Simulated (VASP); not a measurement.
# Al6N in VASP: a series of runs

Runs on Al6N. Level: PBE. Tasks: single point.

All numbers are computed with VASP 6.6.1; they aren't measurements. Logs are shortened: lines on timing, memory, paths and dates and some standing lists are left out, and cuts for length are marked.

## 1. The cell of the first run

The cell holds a slab with vacuum, 14 atoms: a = 5.714 Å, b = 5.714 Å, c = 22.602 Å, α = 90.00°, β = 90.00°, γ = 120.00°.

## 2. Single point, PBE

The input, INCAR:

```
SYSTEM = Al6N
  PREC = Accurate
  ENCUT = 520
  EDIFF = 1E-6
  ISMEAR = 0
  SIGMA = 0.1
  LREAL = .FALSE.
  LASPH = .TRUE.
  NELM = 100
  ALGO = Normal
  ISIF = 2
  LWAVE = .FALSE.
  LCHARG = .TRUE.
  LDIPOL = .TRUE.
  IDIPOL = 3
  DIPOL = 0.5 0.5 0.302
  GGA = PE
  LELF = .TRUE.
  LVHAR = .TRUE.
  LVACPOTAV = .TRUE.
  NBANDS = 36
```

The input, KPOINTS:

```
Automatic mesh
0
G
  6 6 1
  0 0 0
```

The input, POSCAR:

```
Al6N
1.0
    5.7143028096      0.0000000000      0.0000000000
   -2.8571514048      4.9487313980      0.0000000000
    0.0000000000      0.0000000000     22.6016424610
Al N
12 2
Direct
    0.3333333333      0.1666666667      0.1769782885
    0.3333333333      0.6666666667      0.1769782885
    0.8333333333      0.1666666667      0.1769782885
    0.8333333333      0.6666666667      0.1769782885
    0.1666666667      0.3333333333      0.2787817905
    0.1666666667      0.8333333333      0.2787817905
    0.6666666667      0.3333333333      0.2787817905
    0.6666666667      0.8333333333      0.2787817905
    0.0000000000      0.0000000000      0.3805759903
    0.0000000000      0.5000000000      0.3805759903
    0.5000000000      0.0000000000      0.3805759903
    0.5000000000      0.5000000000      0.3805759903
    0.4125002618      0.5000000000      0.4442881741
    0.5874997382      0.5000000000      0.4442881741
```

Potentials or basis: VASP PAW PBE potentials, release 64 (Al, N).

Launch:

```sh
$ cat potpaw_PBE.64/Al/POTCAR potpaw_PBE.64/N/POTCAR > POTCAR
$ mpirun -np 1 vasp_std > vasp.out
```

OUTCAR:

```text
SYSTEM = Al6N
   PREC = Accurate
   ENCUT = 520
   EDIFF = 1E-6
   ISMEAR = 0
   LREAL = .FALSE.
   LASPH = .TRUE.
   NELM = 100
   ISIF = 2
   GGA = PE

 ion  position               nearest neighbor table
   1  0.333  0.167  0.177-   5 2.83   6 2.83   7 2.83   4 2.86   2 2.86   2 2.86   4 2.86   3 2.86
                             3 2.86
   2  0.333  0.667  0.177-   6 2.83   5 2.83   8 2.83   3 2.86   1 2.86   1 2.86   3 2.86   4 2.86
                             4 2.86
   3  0.833  0.167  0.177-   7 2.83   8 2.83   5 2.83   4 2.86   2 2.86   4 2.86   2 2.86   1 2.86
                             1 2.86
   4  0.833  0.667  0.177-   8 2.83   7 2.83   6 2.83   3 2.86   1 2.86   3 2.86   1 2.86   2 2.86
                             2 2.86
   5  0.167  0.333  0.279-   9 2.83  12 2.83  10 2.83   1 2.83   2 2.83   3 2.83   8 2.86   6 2.86
                             6 2.86   8 2.86   7 2.86   7 2.86
   6  0.167  0.833  0.279-  10 2.83  11 2.83   9 2.83   2 2.83   1 2.83   4 2.83   7 2.86   5 2.86
                             5 2.86   7 2.86   8 2.86   8 2.86
   7  0.667  0.333  0.279-  11 2.83  10 2.83  12 2.83   3 2.83   4 2.83   1 2.83   8 2.86   6 2.86
                             8 2.86   6 2.86   5 2.86   5 2.86
   8  0.667  0.833  0.279-  12 2.83   9 2.83  11 2.83   4 2.83   3 2.83   2 2.83   7 2.86   5 2.86
                             7 2.86   5 2.86   6 2.86   6 2.86
   9  0.000  0.000  0.381-   5 2.83   8 2.83   6 2.83  10 2.86  12 2.86  10 2.86  12 2.86  11 2.86
                            11 2.86
  10  0.000  0.500  0.381-   6 2.83   7 2.83   5 2.83   9 2.86  11 2.86   9 2.86  11 2.86  12 2.86
                            12 2.86
  11  0.500  0.000  0.381-   7 2.83   6 2.83   8 2.83  10 2.86  12 2.86  12 2.86  10 2.86   9 2.86
                             9 2.86
  12  0.500  0.500  0.381-  13 1.52  14 1.52   8 2.83   5 2.83   7 2.83   9 2.86  11 2.86  11 2.86
                             9 2.86  10 2.86  10 2.86
  13  0.413  0.500  0.444-  14 1.00  12 1.52
  14  0.587  0.500  0.444-  13 1.00  12 1.52

  LATTYP: Found a hexagonal cell.
 ALAT       =     5.7143028096
 C/A-ratio  =     3.9552755978

  Lattice vectors:

 A1 = (   5.7143028096,   0.0000000000,   0.0000000000)
 A2 = (  -2.8571514048,   4.9487313980,   0.0000000000)
 A3 = (   0.0000000000,   0.0000000000,  22.6016424610)

Analysis of symmetry for initial positions (statically):
=====================================================================
 Subroutine PRICEL returns:
 Original cell was already a primitive cell.

 Routine SETGRP: Setting up the symmetry group for a
 hexagonal supercell.

 Subroutine GETGRP returns: Found  2 space group operations
 (whereof  1 operations were pure point group operations)
 out of a pool of 24 trial point group operations.

The static configuration has the point symmetry C_1 .
 The point group associated with its full space group is C_1h.
[... 151 lines left out ...]
   GGA     = PE    functional components
   LHFCALC =     F    Hartree Fock is set to
   AEXX    =    0.0000 exact exchange contribution
   IVDW    =     0    specifies the selected vdW correction
   LEPSILON=     F    determine dielectric tensor
   LRPA    =     F    only Hartree local field effects (RPA)
 non-spin polarized calculation
 Gauss-broadening in eV      SIGMA  =   0.10
  energy-cutoff  :      520.00
  volume of cell :      639.14
 maximum number of plane-waves:     17305
   NGX = 21   NGY = 21   NGZ = 85

 dipolmoment           0.000000      0.000000      0.065216 electrons x Angstroem

 number of electron      46.0000000 magnetization

 dipolmoment           0.000000      0.000000     -0.036104 electrons x Angstroem

 Free energy of the ion-electron system (eV)
  ---------------------------------------------------
  ext. energy  EPLUGINS =         0.00000000
  ---------------------------------------------------
  free energy    TOTEN  =       -49.20256544 eV

  energy without entropy =      -49.17603472  energy(sigma->0) =      -49.18930008

 E-fermi :   0.0905     XC(G=0):  -4.1544

 val. band max:        0.0736654676   @ k =  -0.1667   0.5000   0.0000
 cond. band min:       0.1081206665   @ k =   0.3333   0.0000   0.0000
 fundamental gap:      0.0344551989
 Fermi energy:         0.0905400590

 k-point     1 :       0.0000    0.0000    0.0000
  band No.  band energies     occupation
      1     -28.4973      2.00000
      2     -11.8337      2.00000
      3     -11.0555      2.00000
      4     -10.8087      2.00000
      5     -10.3865      2.00000
      6      -8.9041      2.00000
[... 483 lines left out ...]
     34       3.2221      0.00000
     35       3.4173      0.00000
 [bands above 35 left out]

------------------------ aborting loop because EDIFF is reached ----------------------------------------

  FORCE on cell =-STRESS in cart. coord.  units (eV):
  Direction    XX          YY          ZZ          XY          YZ          ZX
  --------------------------------------------------------------------------------------
  -------------------------------------------------------------------------------------
  Total       39.6195813     -1.8105157     38.8801757      0.0000000      0.1622664      0.0000000
  in kB       99.3169401     -4.5385356     97.4634248      0.0000000      0.4067635      0.0000000
  external PRESSURE =      64.0806098 kB  Pullay stress =       0.0000000 kB

 VOLUME and BASIS-vectors are now :
 -----------------------------------------------------------------------------
  energy-cutoff  :      520.00
  volume of cell :      639.14
      direct lattice vectors                 reciprocal lattice vectors
     5.714302810  0.000000000  0.000000000     0.174999476  0.101035995  0.000000000
    -2.857151405  4.948731398  0.000000000     0.000000000  0.202071990  0.000000000
     0.000000000  0.000000000 22.601642461     0.000000000  0.000000000  0.044244572

 POSITION                                       TOTAL-FORCE (eV/Angst)
 -----------------------------------------------------------------------------------
      1.42858      0.82479      4.00000        -0.000000     -0.165909     -0.077612
     -0.00000      3.29915      4.00000        -0.082338      0.079699     -0.072308
      4.28573      0.82479      4.00000        -0.000000      0.002435     -0.152236
      2.85715      3.29915      4.00000         0.082338      0.079699     -0.072308
      0.00000      1.64958      6.30093        -0.076615     -0.063000      0.123460
     -1.42858      4.12394      6.30093        -0.000000     -0.039987     -0.148069
      2.85715      1.64958      6.30093         0.076615     -0.063000      0.123460
      1.42858      4.12394      6.30093        -0.000000      0.118894      0.180645
      0.00000      0.00000      8.60164         0.087726     -0.015382     -0.439706
     -1.42858      2.47437      8.60164        -0.000000      0.024398     -0.539882
      2.85715      0.00000      8.60164        -0.087726     -0.015382     -0.439706
      1.42858      2.47437      8.60164        -0.000000      0.033392    -24.859008
      0.92858      2.47437     10.04164       -40.503846      0.012071     13.186636
      1.92858      2.47437     10.04164        40.503846      0.012071     13.186636
 -----------------------------------------------------------------------------------
    total drift:                               -0.000000      0.000246      0.000476

  FREE ENERGIE OF THE ION-ELECTRON SYSTEM (eV)
  ---------------------------------------------------
  free  energy   TOTEN  =       -49.2025654437 eV

  energy  without entropy=      -49.1760347199  energy(sigma->0) =      -49.18930008

 vacuum level on the upper side and lower side of the slab         3.838         4.069
```

stdout:

```text
POSCAR found type information on POSCAR AlN
 POSCAR found :  2 types and      14 ions
 scaLAPACK will be used
 LDA part: xc-table for (Slater+PW92), standard interpolation
 POSCAR, INCAR and KPOINTS ok, starting setup
 FFT: planning ... GRIDC
 FFT: planning ... GRID_SOFT
 FFT: planning ... GRID
 WAVECAR not read
 entering main loop
 -----------------------------------------------------------------------------
|                                                                             |
|           W    W    AA    RRRRR   N    N  II  N    N   GGGG   !!!           |
|           W    W   A  A   R    R  NN   N  II  NN   N  G    G  !!!           |
|           W    W  A    A  R    R  N N  N  II  N N  N  G       !!!           |
|           W WW W  AAAAAA  RRRRR   N  N N  II  N  N N  G  GGG   !            |
|           WW  WW  A    A  R   R   N   NN  II  N   NN  G    G                |
|           W    W  A    A  R    R  N    N  II  N    N   GGGG   !!!           |
|                                                                             |
|     Did not find any points to average over, which means that no vacuum     |
|     field-free region was found. Please increase the size of  your cell     |
|     in the dimension of the dipole correction to obtain accurate            |
|     workfunction values.                                                    |
|                                                                             |
 -----------------------------------------------------------------------------
```

Wall time 19 min (1 thread of Intel Xeon 8259CL, shared host); peak memory 0.73 GiB.

Results:

* Free energy: -49.2026 eV
* Largest force: 42.596 eV/Å
* Band gap on the k mesh: zero (bands 23 and 24 overlap by 0.56 eV)

Forces in eV/Å, atoms in the order of the input:
```
Al    0.000  -0.166  -0.078
Al   -0.082   0.080  -0.072
Al    0.000   0.002  -0.152
Al    0.082   0.080  -0.072
Al   -0.077  -0.063   0.123
Al    0.000  -0.040  -0.148
Al    0.077  -0.063   0.123
Al    0.000   0.119   0.181
Al    0.088  -0.015  -0.440
Al    0.000   0.024  -0.540
Al   -0.088  -0.015  -0.440
Al    0.000   0.033 -24.859
N   -40.504   0.012  13.187
N    40.504   0.012  13.187
```

Levels at points of the mesh, in eV from the Fermi level:
| k point | band 19 | band 20 | band 21 | band 22 | band 23 | band 24 | band 25 | band 26 | band 27 | band 28 |
| --- | --- | --- | --- | --- | --- | --- | --- | --- | --- | --- |
| (0.00, 0.00, 0.00) | -2.73 | -2.69 | -2.12 | -0.88 | -0.42 | -0.34 | -0.26 | 0.03 | 0.30 | 1.20 |
| (0.50, 0.00, 0.00) | -0.79 | -0.64 | -0.51 | -0.34 | -0.22 | 0.15 | 0.57 | 1.09 | 1.34 | 1.45 |
| (0.00, 0.50, 0.00) | -0.67 | -0.62 | -0.50 | -0.48 | -0.10 | 0.32 | 0.53 | 1.03 | 1.35 | 1.35 |

Caveat: the standard files for N, O and F lose accuracy on very short bonds.

## 3. Single point, PBE

The input, INCAR:

```
PREC = Accurate
ENCUT = 520
EDIFF = 1E-6
ISMEAR = 0
SIGMA = 0.1
LREAL = F
LASPH = T
NELM = 80
ALGO = Normal
ISIF = 2
LWAVE = F
LCHARG = T
LDIPOL = T
IDIPOL = 3
DIPOL = 0.5 0.5 0.304
GGA = PE
LELF = T
LVHAR = T
LVACPOTAV = T
NBANDS = 36
```

The input, KPOINTS:

```
regular mesh
0
Gamma
  6 6 1
```

POSCAR: that of step 2 with these lines changed.

```diff
@@ -20,3 +20,3 @@
     0.5000000000      0.5000000000      0.3805759903
-    0.4125002618      0.5000000000      0.4442881741
-    0.5874997382      0.5000000000      0.4442881741
+    0.4125002618      0.5000000000      0.4584464372
+    0.5874997382      0.5000000000      0.4584464372
```

Potentials or basis: VASP PAW PBE potentials, release 64 (Al, N).

Launch:

```sh
$ cat potpaw_PBE.64/Al/POTCAR potpaw_PBE.64/N/POTCAR > POTCAR
$ mpirun -np 1 vasp_std > vasp.out
```

It took 19 min on 1 thread of Intel Xeon 8259CL, shared host; peak memory 0.73 GiB.

Results (log left out):

- Free energy: -54.0121 eV
- Largest force: 34.300 eV/Å
- Band gap on the k mesh: zero (bands 23 and 24 overlap by 0.70 eV)

Forces in eV/Å, atoms in the order of the input:
```
Al    0.000  -0.100  -0.112
Al   -0.032   0.061  -0.117
Al    0.000  -0.012  -0.093
Al    0.032   0.061  -0.117
Al   -0.104  -0.077   0.044
Al    0.000  -0.038  -0.087
Al    0.104  -0.077   0.044
Al    0.000   0.143   0.068
Al    0.077  -0.017  -0.338
Al    0.000   0.033  -0.553
Al   -0.077  -0.017  -0.338
Al    0.000   0.010  -6.238
N   -34.076   0.014   3.919
N    34.076   0.014   3.919
```

Levels at points of the mesh, in eV from the Fermi level:
```
           k point  band 20  band 21  band 22  band 23  band 24  band 25  band 26  band 27
(0.00, 0.00, 0.00)    -2.72    -2.27    -0.69    -0.42    -0.41    -0.24    -0.08     0.16
(0.50, 0.00, 0.00)    -0.56    -0.49    -0.28    -0.19     0.39     0.75     1.09     1.32
(0.00, 0.50, 0.00)    -0.57    -0.49    -0.31    -0.15     0.58     0.79     0.98     1.35
```

Caveat: the standard files for N, O and F lose accuracy on very short bonds.

The gap in the log of VASP goes by the Fermi energy; the results here count the filled bands.